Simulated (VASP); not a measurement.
Write the native input for VASP 6.6.1 that does the following.

| Item | Value |
| --- | --- |
| Task | single point |
| Functional | LDA |
| Potentials or basis | VASP PAW LDA potentials, release 64 (Hg, Te) |
| Cutoff | 520 eV |
| k mesh | 11 × 11 × 11 |
| Occupations | fermi-dirac, width 0.03 eV |
| Spin | no spin polarisation |
| Dipole correction | no |
| Further INCAR settings | ALGO = Normal; EDIFF = 1e-07; NBANDS = 16 |

The structure of HgTe lies in POSCAR:

```
HgTe
1.0
    0.0000000000      3.3202050000      3.2235000000
    3.3202050000      0.0000000000      3.2235000000
    3.3202050000      3.3202050000      0.0000000000
Hg Te
1 1
Direct
    0.0000000000      0.0000000000      0.0000000000
    0.7500000000      0.7500000000      0.7500000000
```

This cell differs from its parent crystal: equal xx and yy strain of +3 %.

The input as run:

INCAR

```
PREC = Accurate ; ENCUT = 520
EDIFF = 1E-7 ; ISMEAR = -1
SIGMA = 0.03 ; LREAL = F
LASPH = T ; NELM = 80
ALGO = Normal ; ISIF = 2
LWAVE = F ; LCHARG = F
GGA = CA ; NBANDS = 16
```

KPOINTS

```
regular mesh
0
Gamma
  11 11 11
```

Potentials or basis: VASP PAW LDA potentials, release 64 (Hg, Te).

Run with:

```console
$ cat potpaw_LDA.64/Hg/POTCAR potpaw_LDA.64/Te/POTCAR > POTCAR
$ mpirun -np 1 vasp_std > vasp.out
```

It gave:

```
Pressure               : -2.4 GPa
Band gap on the k mesh : 0.09 eV
```

Caveat: the cell differs from its parent crystal (equal xx and yy strain of +3 %); spin-orbit coupling is left out, which moves the levels of the heavy elements; an odd mesh through Γ misses points on the zone boundary, where band edges can lie.

It took 54 s on 1 thread of AMD EPYC 9R45 96-Core Processor (Zen 5) (shared host), peak memory 0.25 GiB.
